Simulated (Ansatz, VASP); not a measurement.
## One calculation of Cu, two programs

```
Cu
1.0
     2.53076    0.00000    0.00000
    -1.26538    2.19171    0.00000
     0.00000    0.00000    8.26182
Cu
4
Cartesian
  0.0000 0.0000 0.0000
  0.0000 1.4611 2.0655
  0.0000 0.0000 4.1309
  1.2654 0.7306 6.1964
```

Alike in both runs: task single point; functional PBEsol; k mesh 9 × 9 × 3; no spin polarisation.

|  | VASP | Ansatz |
| --- | --- | --- |
| version | VASP 6.6.1 | Ansatz 0.2.0 |
| potentials or method | VASP PAW PBE potentials, release 64 (Cu) | plane waves, PAW |
| plane-wave cutoff (eV) | 520 | 420 |
| occupations | methfessel-paxton of order 1, width 0.05 eV | cold, width 0.05 eV |
| valence electrons in the cell | 44 | 76 |

```csv
,VASP,Ansatz,Ansatz less VASP
pressure (GPa),-1.2,-2.1,-0.85
"traceless stress, the component that is largest in VASP (GPa)",1.04,0.79,-0.257
```

VASP's potentials were made for PBE, not for PBEsol. VASP's potentials hold 44 valence electrons a cell and Ansatz's 76, so a difference there can come from the potentials and not from the codes.
